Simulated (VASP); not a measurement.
Input of a VASP 6.6.1 run:

INCAR

```
PREC     = Accurate       # precision mode
ENCUT    = 600            # plane-wave cutoff, eV
EDIFF    = 1E-6           # SCF threshold, eV
ISMEAR   = 0              # smearing method
SIGMA    = 0.02           # smearing width, eV
LREAL    = False          # projectors in reciprocal space
LASPH    = True           # aspherical terms in the spheres
NELM     = 80             # most SCF steps
ALGO     = Normal         # electronic algorithm
ISIF     = 3              # what is computed and relaxed
LWAVE    = False          # write WAVECAR
LCHARG   = False          # write CHGCAR
GGA      = PE             # functional
IBRION   = 2              # ionic algorithm
NSW      = 100            # ionic steps
EDIFFG   = -0.01          # ionic threshold
```

KPOINTS

```
Automatic mesh
0
Gamma
  6 6 2
```

File POSCAR:

```
MgCd3Te4
1.0
    4.6725676433      0.0000000000      0.0000000000
    0.0000000000      4.6725676433      0.0000000000
    0.0000000000      0.0000000000     13.0638070183
Mg Cd Te
1 3 4
Direct
    0.0000000000      0.0000000000      0.5000000000
    0.0000000000      0.0000000000      0.0000000000
    0.5000000000      0.5000000000      0.2524898272
    0.5000000000      0.5000000000      0.7475101728
    0.5000000000      0.0000000000      0.3794491789
    0.0000000000      0.5000000000      0.6205508211
    0.5000000000      0.0000000000      0.8737271735
    0.0000000000      0.5000000000      0.1262728265
```

Potentials or basis: VASP PAW PBE potentials, release 64 (Mg, Cd, Te).

Launch:

```sh
$ cat potpaw_PBE.64/Mg/POTCAR potpaw_PBE.64/Cd/POTCAR potpaw_PBE.64/Te/POTCAR > POTCAR
$ mpirun -np 1 vasp_std > vasp.out
```

What does it give for the relaxed volume?

35.82 Å³/atom.

Predict the band gap on the k mesh.

0.95 eV.

Step by step:
| step | energy change (eV) | largest force (eV/Å) | pressure (GPa) | volume (Å³) |
| --- | --- | --- | --- | --- |
| 1 | 0.0000 | 0.0094 | 0.18 | 285.22 |
| 2 | -0.0009 | 0.0063 | -0.02 | 286.86 |
| 3 | -0.0009 | 0.0063 | -0.03 | 286.80 |
| 4 | -0.0009 | 0.0064 | -0.02 | 286.72 |
| 5 | -0.0009 | 0.0065 | -0.01 | 286.66 |
| 6 | -0.0011 | 0.0050 | 0.00 | 286.64 |
| 7 | -0.0013 | 0.0045 | 0.01 | 286.57 |

Caveat: spin-orbit coupling is left out, which moves the levels of the heavy elements.
